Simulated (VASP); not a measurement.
Runs of VASP 6.6.1 on Si. It takes space group I4/mmm (No. 139, tetragonal). Conventional cell: a = 3.254 Å, b = 3.254 Å, c = 2.641 Å, α = 90.00°, β = 90.00°, γ = 90.00°. Within 3.5 Å of Si (site symmetry 4/mmm) lie 14 Si at 2.64 to 3.25 Å. 

```csv
level,cutoff (eV),gap on the mesh (eV),pressure (GPa)
revPBE,500,none,(a)
r2SCAN,550,none,0.1
RPBE,500,none,4.4
BLYP,500,none,13.2
```

Alike in all rows: task single point; potentials or basis VASP PAW PBE potentials, release 64 (Si); no spin polarisation; cell as given; k mesh 13 × 13 × 13; smearing fermi-dirac 0.15 eV.

**Question.** Estimate the missing entries.

**Answer.** (a) 4.2.

Caveats: the PAW data sets were made with another functional, which shifts forces and pressure a little; the cell stands under pressure (at least some runs).

A gap of «none» marks levels without a gap at the run's occupations.
